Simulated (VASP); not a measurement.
Runs of VASP 6.6.1 on TiPt3. The structure is that of space group Pm-3m (No. 221), or close to it. The cells are those of the table. 

```csv
level,potentials or basis,cell,gap on the mesh (eV),pressure (GPa)
PBEsol,"VASP PAW PBE potentials, release 64 (Pt, Ti_sv)","a = 3.973 Å, 4 atoms",none,-13.3
PBEsol,"VASP PAW PBE potentials, release 64 (Pt, Ti_sv)","a = 3.897 Å, 4 atoms",none,0.2
PBEsol,"VASP PAW PBE potentials, release 64 (Pt, Ti_sv)","a = 3.948 Å, 4 atoms",none,-9.3
PBEsol,"VASP PAW PBE potentials, release 64 (Pt, Ti_sv)","a = 3.844 Å, 4 atoms",none,(a)
LDA,"VASP PAW LDA potentials, release 64 (Pt, Ti_sv)","a = 3.973 Å, 4 atoms",none,(b)
```

Alike in all rows: task single point; no spin polarisation; k mesh 7 × 7 × 7; cutoff (eV) 520; smearing fermi-dirac 0.05 eV.

Question: Fill in the values left out.

Answer: (a) 12.3; (b) -17.5.

Caveats: spin-orbit coupling is left out, which moves the levels of the heavy elements; the PAW data sets were made with another functional, which shifts forces and pressure a little (some runs).

A k mesh can miss the band edges, and the runs leave out spin-orbit coupling on Pt.

A gap of «none» marks levels without a gap at the run's occupations.
